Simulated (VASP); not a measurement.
# In2O3 (R-3c) in VASP: further runs

Aim: see how the results for In2O3 move with the level of theory and the settings. Levels: PBE, r2SCAN+D3(BJ), PBEsol. Tasks: single point.

All numbers are computed with VASP 6.6.1; they aren't measurements. Logs are shortened: lines on timing, memory, paths and dates and some standing lists are left out, and cuts for length are marked.

### Step 1. The cell of the first run

Symmetry: R-3c, No. 167, trigonal system. Conventional cell: a = 5.487 Å, b = 5.487 Å, c = 14.510 Å, α = 90.00°, β = 90.00°, γ = 120.00°. In (site symmetry 3) has 6 O at 2.12 to 2.26 Å within 2.8 Å. O (site symmetry 2) has 4 In at 2.12 to 2.26 Å and 8 O at 2.83 to 3.10 Å within 3.1 Å.

### Step 2. Single point, PBE

Input file INCAR:

```
SYSTEM = In2O3
  PREC = Accurate
  ENCUT = 520
  EDIFF = 1E-6
  ISMEAR = -1
  SIGMA = 0.05
  LREAL = .False.
  LASPH = .True.
  NELM = 100
  ALGO = Normal
  ISIF = 2
  LWAVE = .False.
  LCHARG = .False.
  GGA = PE
  NBANDS = 55
```

Input file KPOINTS:

```
Automatic mesh
0
Gamma
  8 8 8
  0 0 0
```

Input file POSCAR:

```
In2O3
1.0
    2.7435000000      1.5839604635      4.8366666667
   -2.7435000000      1.5839604635      4.8366666667
    0.0000000000     -3.1679209270      4.8366666667
In O
4 6
Direct
    0.8573100000      0.8573100000      0.8573100000
    0.6426900000      0.6426900000      0.6426900000
    0.1426900000      0.1426900000      0.1426900000
    0.3573100000      0.3573100000      0.3573100000
    0.0480000000      0.7500000000      0.4520000000
    0.7500000000      0.4520000000      0.0480000000
    0.4520000000      0.0480000000      0.7500000000
    0.9520000000      0.2500000000      0.5480000000
    0.2500000000      0.5480000000      0.9520000000
    0.5480000000      0.9520000000      0.2500000000
```

Potentials or basis: VASP PAW PBE potentials, release 64 (In_d, O).

The run is started by

```
$ cat potpaw_PBE.64/In_d/POTCAR potpaw_PBE.64/O/POTCAR > POTCAR
$ mpirun -np 1 vasp_std > vasp.out
```

OUTCAR:

```text
SYSTEM = In2O3
   PREC = Accurate
   ENCUT = 520
   EDIFF = 1E-6
   ISMEAR = -1
   LREAL = .False.
   LASPH = .True.
   NELM = 100
   ISIF = 2
   GGA = PE

 ion  position               nearest neighbor table
   1  0.857  0.857  0.857-   8 2.12  10 2.12   9 2.12   6 2.26   5 2.26   7 2.26   2 3.11   3 3.24
                             3 3.24   3 3.24   2 3.61   2 3.61   2 3.61   4 3.99   4 3.99   4 3.99
   2  0.643  0.643  0.643-   9 2.12  10 2.12   8 2.12   6 2.26   5 2.26   7 2.26   1 3.11   4 3.24
                             4 3.24   4 3.24   1 3.61   1 3.61   1 3.61   3 3.99   3 3.99   3 3.99
   3  0.143  0.143  0.143-   5 2.12   7 2.12   6 2.12   8 2.26   9 2.26  10 2.26   4 3.11   1 3.24
                             1 3.24   1 3.24   4 3.61   4 3.61   4 3.61   2 3.99   2 3.99   2 3.99
   4  0.357  0.357  0.357-   6 2.12   7 2.12   5 2.12   8 2.26   9 2.26  10 2.26   3 3.11   2 3.24
                             2 3.24   2 3.24   3 3.61   3 3.61   3 3.61   1 3.99   1 3.99   1 3.99
   5  0.048  0.750  0.452-   3 2.12   4 2.12   1 2.26   2 2.26
   6  0.750  0.452  0.048-   4 2.12   3 2.12   1 2.26   2 2.26
   7  0.452  0.048  0.750-   3 2.12   4 2.12   1 2.26   2 2.26
   8  0.952  0.250  0.548-   1 2.12   2 2.12   3 2.26   4 2.26
   9  0.250  0.548  0.952-   2 2.12   1 2.12   3 2.26   4 2.26
  10  0.548  0.952  0.250-   1 2.12   2 2.12   3 2.26   4 2.26

  LATTYP: Found a trigonal (rhomboedric) cell.
 ALAT       =     5.7817875648
 COS(alpha) =     0.5496857780

  Lattice vectors:

 A1 = (   2.7435000000,   1.5839604635,   4.8366666667)
 A2 = (  -2.7435000000,   1.5839604635,   4.8366666667)
 A3 = (   0.0000000000,  -3.1679209270,   4.8366666667)

Analysis of symmetry for initial positions (statically):
=====================================================================
 Subroutine PRICEL returns:
 Original cell was already a primitive cell.

 Routine SETGRP: Setting up the symmetry group for a
 trigonal (rhombohedral) supercell.

 Subroutine GETGRP returns: Found 12 space group operations
 (whereof  6 operations were pure point group operations)
 out of a pool of 12 trial point group operations.

The static configuration has the point symmetry S_6 .
 The point group associated with its full space group is D_3d.

Analysis of symmetry for dynamics (positions and initial velocities):
=====================================================================
 Subroutine PRICEL returns:
 Original cell was already a primitive cell.

 Routine SETGRP: Setting up the symmetry group for a
 trigonal (rhombohedral) supercell.

 Subroutine GETGRP returns: Found 12 space group operations
 (whereof  6 operations were pure point group operations)
 out of a pool of 12 trial point group operations.

The dynamic configuration has the point symmetry S_6 .
 The point group associated with its full space group is D_3d.

 Subroutine INISYM returns: Found 12 space group operations
 (whereof  6 operations are pure point group operations),
 and found     1 'primitive' translations

----------------------------------------------------------------------------------------

                                     Primitive cell

  volume of cell :     126.1092

  direct lattice vectors                    reciprocal lattice vectors
     2.743500000  1.583960463  4.836666667     0.182248952  0.105221482  0.068917988
    -2.743500000  1.583960463  4.836666667    -0.182248952  0.105221482  0.068917988
     0.000000000 -3.167920927  4.836666667     0.000000000 -0.210442963  0.068917988

  length of vectors
     5.781787565  5.781787565  5.781787565     0.221440578  0.221440578  0.221440578

  position of ions in fractional coordinates (direct lattice)
     0.857310000  0.857310000  0.857310000
     0.642690000  0.642690000  0.642690000
     0.142690000  0.142690000  0.142690000
     0.357310000  0.357310000  0.357310000
     0.048000000  0.750000000  0.452000000
     0.750000000  0.452000000  0.048000000
     0.452000000  0.048000000  0.750000000
     0.952000000  0.250000000  0.548000000
     0.250000000  0.548000000  0.952000000
     0.548000000  0.952000000  0.250000000

  ion indices of the primitive-cell ions
   primitive index   ion index
                 1           1
                 2           2
                 3           3
                 4           4
                 5           5
                 6           6
                 7           7
                 8           8
                 9           9
                10          10

----------------------------------------------------------------------------------------

 KPOINTS: Automatic mesh

Automatic generation of k-mesh.
 Grid dimensions read from file:
 generate k-points for:    8    8    8

 Generating k-lattice:

  Cartesian coordinates                     Fractional coordinates (reciprocal lattice)
     0.022781119  0.013152685  0.008614748     0.125000000 -0.000000000 -0.000000000
    -0.022781119  0.013152685  0.008614748    -0.000000000  0.125000000 -0.000000000
     0.000000000 -0.026305370  0.008614748    -0.000000000 -0.000000000  0.125000000

  Length of vectors
     0.027680072  0.027680072  0.027680072

  Shift w.r.t. Gamma in fractional coordinates (k-lattice)
     0.000000000  0.000000000  0.000000000

 Subroutine IBZKPT returns following result:
 ===========================================

 Found     65 irreducible k-points:

 Following reciprocal coordinates:
            Coordinates               Weight
  0.000000  0.000000  0.000000      1.000000
  0.125000 -0.000000 -0.000000      6.000000
  0.250000 -0.000000 -0.000000      6.000000
  0.375000 -0.000000 -0.000000      6.000000
  0.500000 -0.000000 -0.000000      3.000000
  0.125000  0.125000 -0.000000      6.000000
[... 16 lines left out ...]
  0.250000  0.125000  0.125000      6.000000
  0.375000  0.125000  0.125000      6.000000
 [... further k-points ...]
   k-points           NKPTS =     65   k-points in BZ     NKDIM =     65   number of bands    NBANDS=     55
   number of dos      NEDOS =    301   number of ions     NIONS =     10
   total plane-waves  NPLWV = 110592
   dimension x,y,z NGX =    48 NGY =   48 NGZ =   48
   dimension x,y,z NGXF=    96 NGYF=   96 NGZF=   96
   ions per type =               4   6
   NGX,Y,Z   is equivalent  to a cutoff of  13.80, 13.80, 13.80 a.u.
   NGXF,Y,Z  is equivalent  to a cutoff of  27.60, 27.60, 27.60 a.u.
 SYSTEM =  In2O3
   PREC   = accura    normal or accurate (medium, high low for compatibility)
   ISTART =      0    job   : 0-new  1-cont  2-samecut
   ICHARG =      2    charge: 1-file 2-atom 10-const
   ISPIN  =      1    spin polarized calculation?
   LNONCOLLINEAR =      F non collinear calculations
   LSORBIT =      F    spin-orbit coupling
   LASPH  =      T    aspherical Exc in radial PAW
   ENCUT  =  520.0 eV  38.22 Ry    6.18 a.u.  10.75 10.75 10.75*2*pi/ulx,y,z
   NELM   =    100;   NELMIN=  2; NELMDL= -5     # of ELM steps
   EDIFF  = 0.1E-05   stopping-criterion for ELM
   LREAL  =      F    real-space projection
   EDIFFG = 0.1E-04   stopping-criterion for IOM
   NSW    =      0    number of steps for IOM
   IBRION =     -1    ionic relax: 0-MD 1-quasi-New 2-CG
   NFREE  =      0    steps in history (QN), initial steepest desc. (CG)
   ISIF   =      2    stress and relaxation
   ISYM   =      2    0-nonsym 1-usesym 2-fastsym
   POTIM  = 0.5000    time-step for ionic-motion
   TEBEG  =    0.0;   TEEND  =   0.0 temperature during run
   PSTRESS=    0.0 pullay stress
   NELECT =      88.0000    total number of electrons
   NUPDOWN=      -1.0000    fix difference up-down
   EMIN   =  10.00;   EMAX   =-10.00  energy-range for DOS
   EFERMI =   0.00;   METHOD = LEGACY
   ISMEAR =    -1;   SIGMA  =   0.05  broadening in eV -4-tet -1-fermi 0-gaus
   EFERMI_NEDOS =   21; number of points for ismear=-14 and -15
   IALGO  =     38    algorithm
   IMIX   =      4    mixing-type and parameters
     AMIX     =   0.40;   BMIX     =  1.00
     AMIX_MAG =   1.60;   BMIX_MAG =  1.00
  volume/ion in A,a.u.               =      12.61        85.10
  Fermi-wavevector in a.u.,A,eV,Ry     =   1.452068  2.744010 28.687886  2.108500
  Thomas-Fermi vector in A             =   2.569492
   LORBIT       =      0    0 simple, 1 ext, 2 COOP (PROOUT), +10 PAW based schemes
   GGA     = PE    functional components
   LHFCALC =     F    Hartree Fock is set to
   AEXX    =    0.0000 exact exchange contribution
   IVDW    =     0    specifies the selected vdW correction
   LEPSILON=     F    determine dielectric tensor
   LRPA    =     F    only Hartree local field effects (RPA)
 non-spin polarized calculation
  energy-cutoff  :      520.00
  volume of cell :      126.11
 maximum number of plane-waves:      3426
 NGX is ok and might be reduce to    48
   NGX = 21   NGY = 21   NGZ = 21

 number of electron      88.0000008 magnetization

 Free energy of the ion-electron system (eV)
  ---------------------------------------------------
  ext. energy  EPLUGINS =         0.00000000
  ---------------------------------------------------
  free energy    TOTEN  =       -55.28743668 eV

  energy without entropy =      -55.28743652  energy(sigma->0) =      -55.28743660

 E-fermi :   6.3982     XC(G=0): -11.2355

 val. band max:        5.6240378577   @ k =  -0.2500   0.1250   0.0000
 cond. band min:       6.9223986563   @ k =   0.0000   0.0000   0.0000
 fundamental gap:      1.2983607986
 Fermi energy:         6.3982460653

 k-point     1 :       0.0000    0.0000    0.0000
  band No.  band energies     occupation
      1     -12.0183      2.00000
      2     -11.1367      2.00000
      3     -11.1367      2.00000
      4     -10.9151      2.00000
      5     -10.9151      2.00000
      6     -10.8170      2.00000
[... 47 lines left out ...]
     54      15.5971      0.00000
     55      16.1344      0.00000

 k-point     2 :       0.1250   -0.0000   -0.0000
  band No.  band energies     occupation
      1     -11.9744      2.00000
      2     -11.1315      2.00000
      3     -11.1281      2.00000
      4     -10.9522      2.00000
      5     -10.9248      2.00000
      6     -10.8349      2.00000
[... 1268 lines left out ...]
 k-point    24 :       0.3750    0.1250    0.1250
  band No.  band energies     occupation
      1     -11.7708      2.00000
      2     -11.1423      2.00000
      3     -11.1167      2.00000
      4     -11.0348      2.00000
      5     -10.9972      2.00000
      6     -10.9098      2.00000
[... 47 lines left out ...]
     54      16.0751      0.00000
     55      16.3923      0.00000

 [... further k-points ...]
[... 5 lines left out ...]
  --------------------------------------------------------------------------------------
  -------------------------------------------------------------------------------------
  Total        7.4739152      7.4739152      6.2193963     -0.0000000      0.0000000      0.0000000
  in kB       94.9537316     94.9537316     79.0154662     -0.0000000      0.0000000      0.0000000
  external PRESSURE =      89.6409765 kB  Pullay stress =       0.0000000 kB

 VOLUME and BASIS-vectors are now :
 -----------------------------------------------------------------------------
  energy-cutoff  :      520.00
  volume of cell :      126.11
      direct lattice vectors                 reciprocal lattice vectors
     2.743500000  1.583960463  4.836666667     0.182248952  0.105221482  0.068917988
    -2.743500000  1.583960463  4.836666667    -0.182248952  0.105221482  0.068917988
     0.000000000 -3.167920927  4.836666667     0.000000000 -0.210442963  0.068917988

 POSITION                                       TOTAL-FORCE (eV/Angst)
 -----------------------------------------------------------------------------------
      0.00000      0.00000     12.43957         0.000000      0.000000      0.005988
      0.00000      0.00000      9.32543         0.000000      0.000000     -0.005988
      0.00000      0.00000      2.07043         0.000000      0.000000     -0.005988
      0.00000      0.00000      5.18457         0.000000      0.000000      0.005988
     -1.92594     -0.16790      6.04583        -0.069544     -0.120453      0.000000
      0.81756      1.75186      6.04583        -0.069544      0.120453      0.000000
      1.10837     -1.58396      6.04583         0.139087      0.000000     -0.000000
      1.92594      0.16790      8.46417         0.069544      0.120453      0.000000
     -0.81756     -1.75186      8.46417         0.069544     -0.120453      0.000000
     -1.10837      1.58396      8.46417        -0.139087      0.000000      0.000000
 -----------------------------------------------------------------------------------
    total drift:                                0.000000     -0.000000      0.000000

  FREE ENERGIE OF THE ION-ELECTRON SYSTEM (eV)
  ---------------------------------------------------
  free  energy   TOTEN  =       -55.2874366770 eV

  energy  without entropy=      -55.2874365164  energy(sigma->0) =      -55.28743660
```

It took 18 min on 1 thread of AMD EPYC 7R13, shared host; peak memory 0.48 GiB.

Results:

```
Free energy            : -55.2874 eV
Pressure               : 9.0 GPa
Largest force          : 0.139 eV/Å
Band gap on the k mesh : 1.30 eV (least direct gap 1.34 eV)
```

Forces in eV/Å, atoms in the order of the input:
```
In   0.000  0.000  0.006
In   0.000  0.000 -0.006
In   0.000  0.000 -0.006
In   0.000  0.000  0.006
O   -0.070 -0.120  0.000
O   -0.070  0.120  0.000
O    0.139  0.000  0.000
O    0.070  0.120  0.000
O    0.070 -0.120  0.000
O   -0.139  0.000  0.000
```

Stress tensor (GPa, compression positive):
```
9.50 0.00 0.00
0.00 9.50 0.00
0.00 0.00 7.90
```

Caveat: the cell stands under pressure; spin-orbit coupling is left out, which moves the levels of the heavy elements. Expect the measured gap to be larger: semilocal functionals such as PBE lack the derivative discontinuity.

### Step 3. Single point, r2SCAN+D3(BJ)

This run uses another cell than the first one, of 12.65 Å³/atom.

Input file POSCAR:

```
In2O3
1.0
    2.7484405678      1.5868129017      4.8354393059
   -2.7484405678      1.5868129017      4.8354393059
    0.0000000000     -3.1736258033      4.8354393059
In O
4 6
Direct
    0.8572234510      0.8572234510      0.8572234510
    0.6427765490      0.6427765490      0.6427765490
    0.1427765490      0.1427765490      0.1427765490
    0.3572234510      0.3572234510      0.3572234510
    0.0465072723      0.7500000000      0.4534927277
    0.7500000000      0.4534927277      0.0465072723
    0.4534927277      0.0465072723      0.7500000000
    0.9534927277      0.2500000000      0.5465072723
    0.2500000000      0.5465072723      0.9534927277
    0.5465072723      0.9534927277      0.2500000000
```

Input file INCAR.step1:

```
SYSTEM = In2O3
PREC = Accurate
ENCUT = 520
ISMEAR = -1
SIGMA = 0.05
LREAL = .FALSE.
LASPH = .TRUE.
NELM = 60
NBANDS = 55
GGA = PE
ALGO = Normal
EDIFF = 1E-4
LWAVE = .TRUE.
LCHARG = .FALSE.
```

Input file INCAR.step2:

```
SYSTEM = In2O3
PREC = Accurate
ENCUT = 520
EDIFF = 1E-6
ISMEAR = -1
SIGMA = 0.05
LREAL = .FALSE.
LASPH = .TRUE.
NELM = 60
ALGO = Normal
ISIF = 2
LWAVE = .FALSE.
LCHARG = .FALSE.
METAGGA = R2SCAN
LMIXTAU = .TRUE.
IVDW = 12
VDW_S6 = 1.0
VDW_S8 = 0.78981345
VDW_A1 = 0.49484001
VDW_A2 = 5.73083694
NBANDS = 55
ISTART = 1
```

Input file KPOINTS:

```
Automatic mesh
0
G
  6 6 6
  0 0 0
```

Potentials or basis: VASP PAW PBE potentials, release 64 (In_d, O).

The run is started by

```
$ cat potpaw_PBE.64/In_d/POTCAR potpaw_PBE.64/O/POTCAR > POTCAR
$ cp INCAR.step1 INCAR
$ mpirun -np 1 vasp_std > vasp.out
$ cp INCAR.step2 INCAR
$ mpirun -np 1 vasp_std > vasp.out
```

It took 20 min on 1 thread of Intel Xeon Platinum 8259CL at 2.50GHz (Skylake/Cascade Lake), shared host; peak memory 0.45 GiB.

The run converged. Its results:

| Quantity | Value |
| --- | --- |
| Free energy | -145.5157 eV |
| Pressure | 1.1 GPa |
| Largest force | 0.023 eV/Å |
| Band gap on the k mesh | 1.86 eV (least direct gap 1.89 eV) |
| Dispersion energy per atom | -0.107 eV |

Forces on the atoms (eV/Å):
```
In   0.000  0.000  0.023
In   0.000  0.000 -0.023
In   0.000  0.000 -0.023
In   0.000  0.000  0.023
O    0.002  0.004  0.000
O    0.002 -0.004  0.000
O   -0.005  0.000  0.000
O   -0.002 -0.004  0.000
O   -0.002  0.004  0.000
O    0.005  0.000  0.000
```

Stress tensor (GPa, compression positive):
```
1.16 0.00 0.00
0.00 1.16 0.00
0.00 0.00 1.02
```

Levels at points of the mesh, in eV from the valence-band top:
```tsv
k point	band 42	band 43	band 44	band 45	band 46	band 47
(0.00, 0.00, 0.00)	-0.26	-0.03	-0.03	1.86	6.22	7.04
(0.50, 0.00, 0.00)	-0.71	-0.06	-0.06	5.59	5.59	6.61
(0.50, 0.50, 0.00)	-0.32	-0.07	-0.03	5.86	6.15	7.20
(0.50, 0.50, 0.50)	-0.19	-0.19	-0.19	5.00	5.00	7.97
```

Caveat: the PAW data sets were made with another functional, which shifts forces and pressure a little; spin-orbit coupling is left out, which moves the levels of the heavy elements. r2SCAN opens gaps a little over a GGA but as a rule still falls short of measured ones.

[end of part 1 of 2]
